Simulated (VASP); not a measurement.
Runs of VASP 6.6.1 on TaN. The structure is that of space group P-6m2 (No. 187), or close to it. The cells are those of the table. 

```tsv
level	potentials or basis	U	cell	k mesh	cutoff (eV)	smearing	grid for exact exchange (PRECFOCK)	share of exact exchange	screening parameter	gap on the mesh (eV)	pressure (GPa)
PBE-based screened hybrid with 25 % exact exchange	VASP PAW PBE potentials, release 64 (Ta_pv, N)	-	a = 2.938, b = 2.938, c = 2.883 Å, angles 90.0, 90.0, 120.0°, 2 atoms, atomic positions A	5 × 5 × 5	520	fermi-dirac 0.05 eV	Normal	0.25	0.3 1/Å	none	(b)
PBEsol+U	VASP PAW PBE potentials, release 64 (Ta_sv_GW, N)	Ta d U = 6.0 eV	a = 2.938, b = 2.938, c = 2.883 Å, angles 90.0, 90.0, 120.0°, 2 atoms, atomic positions A	10 × 10 × 9	700	fermi-dirac 0.05 eV	-	-	-	none	15.7
PBE0	VASP PAW PBE potentials, release 64 (Ta_pv, N)	-	a = 2.898, b = 2.898, c = 2.844 Å, angles 90.0, 90.0, 120.0°, 2 atoms, atomic positions A	6 × 6 × 6	520	fermi-dirac 0.05 eV	Normal	0.25	-	none	12.0
BLYP+D4	VASP PAW PBE potentials, release 64 (Ta_sv_GW, N)	-	a = 2.955, b = 2.955, c = 2.903 Å, angles 90.0, 90.0, 120.0°, 2 atoms, atomic positions A	10 × 10 × 9	700	gaussian 0.1 eV	-	-	-	none	(c)
PBEsol-based screened hybrid with 25 % exact exchange	VASP PAW PBE potentials, release 64 (Ta_pv, N)	-	a = 2.938, b = 2.938, c = 2.883 Å, angles 90.0, 90.0, 120.0°, 2 atoms, atomic positions A	5 × 5 × 5	520	fermi-dirac 0.05 eV	Normal	0.25	0.207 1/Å	none	-10.3
LDA	VASP PAW LDA potentials, release 64 (Ta_sv_GW, N_h)	-	a = 2.918, b = 2.918, c = 2.864 Å, angles 90.0, 90.0, 120.0°, 2 atoms, atomic positions A	10 × 10 × 9	1330	fermi-dirac 0.05 eV	-	-	-	none	-3.4
r2SCANh	VASP PAW PBE potentials, release 64 (Ta_pv, N)	-	a = 2.938, b = 2.938, c = 2.883 Å, angles 90.0, 90.0, 120.0°, 2 atoms, atomic positions A	5 × 5 × 5	520	fermi-dirac 0.05 eV	Normal	0.1	-	none	(a)
PBEsol	VASP PAW PBE potentials, release 64 (Ta_sv_GW, N)	-	a = 2.909, b = 2.909, c = 2.883 Å, angles 90.0, 90.0, 120.0°, 2 atoms, atomic positions A	9 × 9 × 8	700	fermi-dirac 0.05 eV	-	-	-	none	2.1
HSE06	VASP PAW PBE potentials, release 64 (Ta_pv, N)	-	a = 2.938, b = 2.938, c = 2.883 Å, angles 90.0, 90.0, 120.0°, 2 atoms, atomic positions A	8 × 8 × 6	520	fermi-dirac 0.05 eV	Normal	0.25	0.2079 1/Å	none	-4.2
PBE0	VASP PAW PBE potentials, release 64 (Ta_pv, N)	-	a = 2.996, b = 2.996, c = 2.940 Å, angles 90.0, 90.0, 120.0°, 2 atoms, atomic positions A	6 × 6 × 4	520	fermi-dirac 0.05 eV	Normal	0.25	-	none	-22.3
```

Alike in all rows: task single point.

**Question.** Estimate the missing entries.

**Answer.** (a) -1.7; (b) -3.7; (c) 0.8.

Caveats: some runs use coarse meshes; spin-orbit coupling is left out, which moves the levels of the heavy elements; the PAW data sets were made with another functional, which shifts forces and pressure a little (at least some runs); the cell stands under pressure (at least some runs); U without spin polarisation on a metal has little footing (at least some runs); the cell stands under tension (at least some runs); the stress differs along the axes, from -2 to 4 GPa (at least some runs).

A k mesh can miss the band edges, and the runs leave out spin-orbit coupling on Ta.

A gap of «none» marks levels without a gap at the run's occupations.

The runs don't all hold the same shells in valence.
